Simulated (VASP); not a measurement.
# Ir (Fm-3m) in VASP: a series of runs

Ir is run at these levels: PBE, RPBE; tasks: single point.

Program: VASP 6.6.1. These are calculated values, not measurements. Logs are shortened: lines on timing, memory, paths and dates and some standing lists are left out, and cuts for length are marked.

## (1) The cell of the first run

The structure is cubic, space group Fm-3m (No. 225). The conventional cell has a = 3.831 Å, b = 3.831 Å, c = 3.831 Å, α = 90.00°, β = 90.00°, γ = 90.00°. Ir (site symmetry m-3m) has 12 Ir at 2.71 Å within 3.6 Å.

## (2) Single point, PBE

File INCAR:

```
  PREC = Accurate
  ENCUT = 520
  EDIFF = 1E-7
  ISMEAR = 0
  SIGMA = 0.019000000000000003
  LREAL = False
  LASPH = True
  NELM = 100
  ALGO = Normal
  ISIF = 2
  LWAVE = False
  LCHARG = True
  GGA = PE
  LELF = True
  LVHAR = True
  NBANDS = 10
```

File KPOINTS:

```
Automatic mesh
0
Gamma
  12 12 12
```

File POSCAR:

```
Ir
1.0
    0.0000000000      1.9156000000      1.9156000000
    1.9156000000      0.0000000000      1.9156000000
    1.9156000000      1.9156000000      0.0000000000
Ir
1
Direct
    0.0000000000      0.0000000000      0.0000000000
```

Potentials or basis: VASP PAW PBE potentials, release 64 (Ir).

Run with:

```console
$ cat potpaw_PBE.64/Ir/POTCAR > POTCAR
$ mpirun -np 1 vasp_std > vasp.out
```

OUTCAR:

```text
PREC = Accurate
   ENCUT = 520
   EDIFF = 1E-7
   ISMEAR = 0
   LREAL = False
   LASPH = True
   NELM = 100
   ISIF = 2
   GGA = PE

 ion  position               nearest neighbor table
   1  0.000  0.000  0.000-

  LATTYP: Found a face centered cubic cell.
 ALAT       =     3.8312000000

  Lattice vectors:

 A1 = (   0.0000000000,   1.9156000000,   1.9156000000)
 A2 = (   1.9156000000,   0.0000000000,   1.9156000000)
 A3 = (   1.9156000000,   1.9156000000,   0.0000000000)

Analysis of symmetry for initial positions (statically):
[... 5 lines left out ...]
 face centered cubic supercell.

 Subroutine GETGRP returns: Found 48 space group operations
 (whereof 48 operations were pure point group operations)
 out of a pool of 48 trial point group operations.

The static configuration has the point symmetry O_h .

Analysis of symmetry for dynamics (positions and initial velocities):
[... 5 lines left out ...]
 face centered cubic supercell.

 Subroutine GETGRP returns: Found 48 space group operations
 (whereof 48 operations were pure point group operations)
 out of a pool of 48 trial point group operations.

The dynamic configuration has the point symmetry O_h .

 Subroutine INISYM returns: Found 48 space group operations
 (whereof 48 operations are pure point group operations),
 and found     1 'primitive' translations

----------------------------------------------------------------------------------------

                                     Primitive cell

  volume of cell :      14.0587

  direct lattice vectors                    reciprocal lattice vectors
     0.000000000  1.915600000  1.915600000    -0.261014826  0.261014826  0.261014826
     1.915600000  0.000000000  1.915600000     0.261014826 -0.261014826  0.261014826
     1.915600000  1.915600000  0.000000000     0.261014826  0.261014826 -0.261014826

  length of vectors
     2.709067500  2.709067500  2.709067500     0.452090940  0.452090940  0.452090940

  position of ions in fractional coordinates (direct lattice)
     0.000000000  0.000000000  0.000000000

  ion indices of the primitive-cell ions
   primitive index   ion index
                 1           1

----------------------------------------------------------------------------------------

 KPOINTS: Automatic mesh

Automatic generation of k-mesh.
 Grid dimensions read from file:
 generate k-points for:   12   12   12

 Generating k-lattice:

  Cartesian coordinates                     Fractional coordinates (reciprocal lattice)
    -0.021751235  0.021751235  0.021751235     0.083333333  0.000000000  0.000000000
     0.021751235 -0.021751235  0.021751235     0.000000000  0.083333333  0.000000000
     0.021751235  0.021751235 -0.021751235     0.000000000  0.000000000  0.083333333

  Length of vectors
     0.037674245  0.037674245  0.037674245

  Shift w.r.t. Gamma in fractional coordinates (k-lattice)
     0.000000000  0.000000000  0.000000000

 Subroutine IBZKPT returns following result:
 ===========================================

 Found     72 irreducible k-points:

 Following reciprocal coordinates:
            Coordinates               Weight
  0.000000  0.000000  0.000000      1.000000
  0.083333  0.000000  0.000000      8.000000
  0.166667  0.000000  0.000000      8.000000
  0.250000  0.000000  0.000000      8.000000
  0.333333  0.000000  0.000000      8.000000
  0.416667  0.000000  0.000000      8.000000
[... 16 lines left out ...]
  0.500000  0.166667  0.000000     24.000000
 -0.416667  0.166667  0.000000     24.000000
 [... further k-points ...]
   k-points           NKPTS =     72   k-points in BZ     NKDIM =     72   number of bands    NBANDS=     10
   number of dos      NEDOS =    301   number of ions     NIONS =      1
   total plane-waves  NPLWV =   8000
   dimension x,y,z NGX =    20 NGY =   20 NGZ =   20
   dimension x,y,z NGXF=    40 NGYF=   40 NGZF=   40
   ions per type =               1
   NGX,Y,Z   is equivalent  to a cutoff of  12.27, 12.27, 12.27 a.u.
   NGXF,Y,Z  is equivalent  to a cutoff of  24.55, 24.55, 24.55 a.u.
 SYSTEM =  unknown system
   PREC   = accura    normal or accurate (medium, high low for compatibility)
   ISTART =      0    job   : 0-new  1-cont  2-samecut
   ICHARG =      2    charge: 1-file 2-atom 10-const
   ISPIN  =      1    spin polarized calculation?
   LNONCOLLINEAR =      F non collinear calculations
   LSORBIT =      F    spin-orbit coupling
   LASPH  =      T    aspherical Exc in radial PAW
   ENCUT  =  520.0 eV  38.22 Ry    6.18 a.u.   5.04  5.04  5.04*2*pi/ulx,y,z
   NELM   =    100;   NELMIN=  2; NELMDL= -5     # of ELM steps
   EDIFF  = 0.1E-06   stopping-criterion for ELM
   LREAL  =      F    real-space projection
   EDIFFG = 0.1E-05   stopping-criterion for IOM
   NSW    =      0    number of steps for IOM
   IBRION =     -1    ionic relax: 0-MD 1-quasi-New 2-CG
   NFREE  =      0    steps in history (QN), initial steepest desc. (CG)
   ISIF   =      2    stress and relaxation
   ISYM   =      2    0-nonsym 1-usesym 2-fastsym
   POTIM  = 0.5000    time-step for ionic-motion
   TEBEG  =    0.0;   TEEND  =   0.0 temperature during run
   PSTRESS=    0.0 pullay stress
   NELECT =       9.0000    total number of electrons
   NUPDOWN=      -1.0000    fix difference up-down
   EMIN   =  10.00;   EMAX   =-10.00  energy-range for DOS
   EFERMI =   0.00;   METHOD = LEGACY
   ISMEAR =     0;   SIGMA  =   0.02  broadening in eV -4-tet -1-fermi 0-gaus
   EFERMI_NEDOS =   21; number of points for ismear=-14 and -15
   IALGO  =     38    algorithm
   IMIX   =      4    mixing-type and parameters
     AMIX     =   0.40;   BMIX     =  1.00
     AMIX_MAG =   1.60;   BMIX_MAG =  1.00
  volume/ion in A,a.u.               =      14.06        94.87
  Fermi-wavevector in a.u.,A,eV,Ry     =   1.410937  2.666284 27.085691  1.990742
  Thomas-Fermi vector in A             =   2.532839
   LORBIT       =      0    0 simple, 1 ext, 2 COOP (PROOUT), +10 PAW based schemes
   GGA     = PE    functional components
   LHFCALC =     F    Hartree Fock is set to
   AEXX    =    0.0000 exact exchange contribution
   IVDW    =     0    specifies the selected vdW correction
   LEPSILON=     F    determine dielectric tensor
   LRPA    =     F    only Hartree local field effects (RPA)
 non-spin polarized calculation
 Gauss-broadening in eV      SIGMA  =   0.02
  energy-cutoff  :      520.00
  volume of cell :       14.06
 maximum number of plane-waves:       388
   NGX =  9   NGY =  9   NGZ =  9

 number of electron       9.0000000 magnetization

 Free energy of the ion-electron system (eV)
  ---------------------------------------------------
  ext. energy  EPLUGINS =         0.00000000
  ---------------------------------------------------
  free energy    TOTEN  =        -8.85131272 eV

  energy without entropy =       -8.85109536  energy(sigma->0) =       -8.85120404

 E-fermi :  10.5438     XC(G=0): -14.0262

 val. band max:       10.5297974324   @ k =  -0.3333   0.3333   0.0000
 cond. band min:      10.5483856036   @ k =  -0.2500   0.0833   0.0000
 fundamental gap:      0.0185881712
 Fermi energy:        10.5438056998

 k-point     1 :       0.0000    0.0000    0.0000
  band No.  band energies     occupation
      1      -0.6718      2.00000
      2       6.5915      2.00000
      3       6.5915      2.00000
      4       6.5915      2.00000
      5       9.3047      2.00000
      6       9.3047      2.00000
      7      24.8319      0.00000
      8      30.4510      0.00000
      9      30.4510      0.00000
     10      30.4510      0.00000

 k-point     2 :       0.0833    0.0000    0.0000
  band No.  band energies     occupation
      1      -0.3634      2.00000
      2       6.4310      2.00000
      3       6.7226      2.00000
      4       6.7226      2.00000
      5       9.2229      2.00000
      6       9.2229      2.00000
      7      25.3603      0.00000
      8      29.0036      0.00000
      9      30.9605      0.00000
     10      30.9605      0.00000

 k-point     3 :       0.1667    0.0000    0.0000
  band No.  band energies     occupation
      1       0.4824      2.00000
      2       6.1082      2.00000
      3       6.9886      2.00000
      4       6.9886      2.00000
      5       9.1454      2.00000
      6       9.1454      2.00000
      7      26.4300      0.00000
      8      26.8828      0.00000
      9      32.3833      0.00000
     10      32.3833      0.00000

 k-point     4 :       0.2500    0.0000    0.0000
  band No.  band energies     occupation
      1       1.5471      2.00000
      2       6.0790      2.00000
      3       7.0371      2.00000
      4       7.0371      2.00000
      5       9.4879      2.00000
      6       9.4879      2.00000
      7      24.3294      0.00000
      8      27.3249      0.00000
      9      34.2946      0.00000
     10      34.2950      0.00000

 k-point     5 :       0.3333    0.0000    0.0000
  band No.  band energies     occupation
      1       2.2184      2.00000
      2       6.8102      2.00000
      3       6.8102      2.00000
      4       6.9834      2.00000
      5      10.2849      2.00000
      6      10.2849      2.00000
      7      21.8440      0.00000
      8      26.0434      0.00000
      9      33.1977      0.00000
     10      33.1977      0.00000

 k-point     6 :       0.4167    0.0000    0.0000
  band No.  band energies     occupation
      1       2.3557      2.00000
      2       6.5749      2.00000
      3       6.5749      2.00000
      4       8.6948      2.00000
      5      11.0834      0.00000
      6      11.0834      0.00000
      7      19.2123      0.00000
      8      24.7890      0.00000
      9      31.1393      0.00000
     10      31.1394      0.00000
[... 183 lines left out ...]
 k-point    21 :       0.3333    0.1667    0.0000
  band No.  band energies     occupation
      1       2.7111      2.00000
      2       5.0785      2.00000
      3       6.6531      2.00000
      4       7.9056      2.00000
      5       9.8629      2.00000
      6      10.6954      0.00000
      7      24.3121      0.00000
      8      28.0802      0.00000
      9      29.6139      0.00000
     10      31.4447      0.00000

 k-point    22 :       0.4167    0.1667    0.0000
  band No.  band energies     occupation
      1       3.1482      2.00000
      2       5.6600      2.00000
      3       6.3629      2.00000
      4       7.6719      2.00000
      5      11.3381      0.00000
      6      11.6839      0.00000
      7      21.0436      0.00000
      8      26.7715      0.00000
      9      28.9117      0.00000
     10      31.0540      0.00000

 k-point    23 :       0.5000    0.1667    0.0000
  band No.  band energies     occupation
      1       3.2274      2.00000
      2       5.6902      2.00000
      3       7.1600      2.00000
      4       7.4300      2.00000
      5      11.5019      0.00000
      6      13.7205      0.00000
      7      18.1371      0.00000
      8      26.0293      0.00000
      9      28.9174      0.00000
     10      29.4462      0.00000

 k-point    24 :      -0.4167    0.1667    0.0000
  band No.  band energies     occupation
      1       3.2987      2.00000
      2       5.7152      2.00000
      3       7.3161      2.00000
      4       7.5012      2.00000
      5      10.9714      0.00000
      6      14.3179      0.00000
      7      17.8203      0.00000
      8      25.8542      0.00000
      9      28.1356      0.00000
     10      30.1620      0.00000

 [... further k-points ...]
[... 5 lines left out ...]
  --------------------------------------------------------------------------------------
  -------------------------------------------------------------------------------------
  Total        1.0324826      1.0324826      1.0324826     -0.0000000     -0.0000000      0.0000000
  in kB      117.6654225    117.6654225    117.6654225     -0.0000000     -0.0000000      0.0000000
  external PRESSURE =     117.6654225 kB  Pullay stress =       0.0000000 kB

 VOLUME and BASIS-vectors are now :
 -----------------------------------------------------------------------------
  energy-cutoff  :      520.00
  volume of cell :       14.06
      direct lattice vectors                 reciprocal lattice vectors
     0.000000000  1.915600000  1.915600000    -0.261014826  0.261014826  0.261014826
     1.915600000  0.000000000  1.915600000     0.261014826 -0.261014826  0.261014826
     1.915600000  1.915600000  0.000000000     0.261014826  0.261014826 -0.261014826

 POSITION                                       TOTAL-FORCE (eV/Angst)
 -----------------------------------------------------------------------------------
      0.00000      0.00000      0.00000        -0.000000      0.000000      0.000000
 -----------------------------------------------------------------------------------
    total drift:                                0.000000      0.000000     -0.000000

  FREE ENERGIE OF THE ION-ELECTRON SYSTEM (eV)
  ---------------------------------------------------
  free  energy   TOTEN  =        -8.8513127222 eV

  energy  without entropy=       -8.8510953554  energy(sigma->0) =       -8.85120404
```

Wall time 8.6 s (1 thread of Intel Xeon Platinum 8259CL at 2.50GHz (Skylake/Cascade Lake), shared host); peak memory 0.13 GiB.

Results:

| Property | Result |
| --- | --- |
| Free energy | -8.8513 eV |
| Pressure | 11.8 GPa |

Caveat: spin-orbit coupling is left out, which moves the levels of the heavy elements.

## (3) Single point, PBE

File INCAR:

```
SYSTEM = Ir
PREC = Accurate ; ENCUT = 520
EDIFF = 1E-7 ; ISMEAR = 0
SIGMA = 0.1 ; LREAL = .False.
LASPH = .True. ; NELM = 80
ALGO = Normal ; ISIF = 2
LWAVE = .False. ; LCHARG = .True.
GGA = PE ; LELF = .True.
LVHAR = .True. ; NBANDS = 10
```

File KPOINTS:

```
Automatic mesh
0
Gamma
  12 12 12
  0 0 0
```

POSCAR is that of step 2.

Potentials or basis: VASP PAW PBE potentials, release 64 (Ir).

Run with:

```console
$ cat potpaw_PBE.64/Ir/POTCAR > POTCAR
$ mpirun -np 1 vasp_std > vasp.out
```

Wall time 5.7 s (1 thread of Intel Xeon Platinum 8488C (Sapphire Rapids), shared host); peak memory 0.13 GiB.

Results (log left out):

```
Free energy : -8.8528 eV
Pressure    : 11.8 GPa
```

Levels at points of the mesh, in eV from the Fermi level:
| k point | band 1 | band 2 | band 3 | band 4 | band 5 | band 6 | band 7 | band 8 |
| --- | --- | --- | --- | --- | --- | --- | --- | --- |
| (0.00, 0.00, 0.00) | -11.23 | -3.97 | -3.97 | -3.97 | -1.25 | -1.25 | 14.27 | 19.89 |
| (0.50, 0.00, 0.00) | -8.21 | -4.08 | -4.08 | -0.82 | 0.86 | 0.86 | 7.29 | 13.81 |
| (0.50, 0.50, 0.00) | -8.03 | -7.45 | 0.83 | 1.45 | 1.45 | 1.66 | 10.56 | 11.70 |

Caveat: spin-orbit coupling is left out, which moves the levels of the heavy elements.

## (4) Single point, PBE

File INCAR:

```
SYSTEM = Ir
  PREC = Accurate
  ENCUT = 520
  EDIFF = 1E-6
  ISMEAR = 0
  SIGMA = 0.026000000000000002
  LREAL = .False.
  LASPH = .True.
  NELM = 100
  ALGO = Normal
  ISIF = 2
  LWAVE = .False.
  LCHARG = .True.
  GGA = PE
  LELF = .True.
  LVHAR = .True.
  NBANDS = 10
```

File KPOINTS:

```
regular mesh
0
Gamma
  12 12 12
  0 0 0
```

POSCAR is that of step 3.

Run with:

```console
$ cat potpaw_PBE.64/Ir/POTCAR > POTCAR
$ mpirun -np 1 vasp_std > vasp.out
```

Run time: 5.7 s. Hardware: 1 thread of Intel Xeon Platinum 8488C (Sapphire Rapids), shared host; peak memory 0.13 GiB.

Results (log left out):

```
Free energy : -8.8514 eV
Pressure    : 11.8 GPa
```

Levels at points of the mesh, in eV from the Fermi level:
| k point | band 2 | band 3 | band 4 | band 5 | band 6 | band 7 |
| --- | --- | --- | --- | --- | --- | --- |
| (0.00, 0.00, 0.00) | -3.95 | -3.95 | -3.95 | -1.24 | -1.24 | 14.29 |
| (0.50, 0.00, 0.00) | -4.06 | -4.06 | -0.81 | 0.88 | 0.88 | 7.30 |
| (0.50, 0.50, 0.00) | -7.44 | 0.84 | 1.46 | 1.46 | 1.67 | 10.57 |

Caveat: spin-orbit coupling is left out, which moves the levels of the heavy elements.

## (5) Single point, RPBE

File INCAR:

```
SYSTEM = Ir
PREC     = Accurate       ! precision mode
ENCUT    = 520            ! plane-wave cutoff, eV
EDIFF    = 1E-6           ! SCF threshold, eV
ISMEAR   = -1             ! smearing method
SIGMA    = 0.05           ! smearing width, eV
LREAL    = .FALSE.        ! projectors in reciprocal space
LASPH    = .TRUE.         ! aspherical terms in the spheres
NELM     = 80             ! most SCF steps
ALGO     = Normal         ! electronic algorithm
ISIF     = 2              ! what is computed and relaxed
LWAVE    = .FALSE.        ! write WAVECAR
LCHARG   = .FALSE.        ! write CHGCAR
GGA      = RP             ! functional
NBANDS   = 10             ! bands
```

File KPOINTS:

```
Automatic mesh
0
G
  12 12 12
  0 0 0
```

POSCAR is that of step 4.

Run with:

```console
$ cat potpaw_PBE.64/Ir/POTCAR > POTCAR
$ mpirun -np 1 vasp_std > vasp.out
```

Run time: 5.5 s. Hardware: 1 thread of Intel Xeon Platinum 8488C (Sapphire Rapids), shared host; peak memory 0.13 GiB.

The run converged. Its results:

* Free energy: -8.1800 eV
* Pressure: 15.9 GPa

Levels at points of the mesh, in eV from the Fermi level:
| k point | band 2 | band 3 | band 4 | band 5 | band 6 | band 7 |
| --- | --- | --- | --- | --- | --- | --- |
| (0.00, 0.00, 0.00) | -3.95 | -3.95 | -3.95 | -1.25 | -1.25 | 14.26 |
| (0.50, 0.00, 0.00) | -4.06 | -4.06 | -0.80 | 0.87 | 0.87 | 7.32 |
| (0.50, 0.50, 0.00) | -7.43 | 0.83 | 1.46 | 1.46 | 1.68 | 10.60 |

Caveat: the PAW data sets were made with another functional, which shifts forces and pressure a little; spin-orbit coupling is left out, which moves the levels of the heavy elements.

## (6) Overview

| level | smearing | gap on the mesh (eV) | pressure (GPa) |
| --- | --- | --- | --- |
| PBE | gaussian 0.019 eV | none | 11.8 |
| PBE | gaussian 0.1 eV | none | 11.8 |
| PBE | gaussian 0.026 eV | none | 11.8 |
| RPBE | fermi-dirac 0.05 eV | none | 15.9 |

Alike in all rows: task single point; potentials or basis VASP PAW PBE potentials, release 64 (Ir); no spin polarisation; cell as given; k mesh 12 × 12 × 12; cutoff (eV) 520.

Every run on the cell as given and a fine mesh finds a metal. The pressure there spans 11.8 GPa (PBE) to 15.9 GPa (RPBE); a positive pressure means that this level wants a larger cell, a negative one a smaller.

Caveats: spin-orbit coupling is left out, which moves the levels of the heavy elements; the PAW data sets were made with another functional, which shifts forces and pressure a little (some runs).

Total energies depend on the potentials used, so only differences within one code and one set of settings carry meaning.
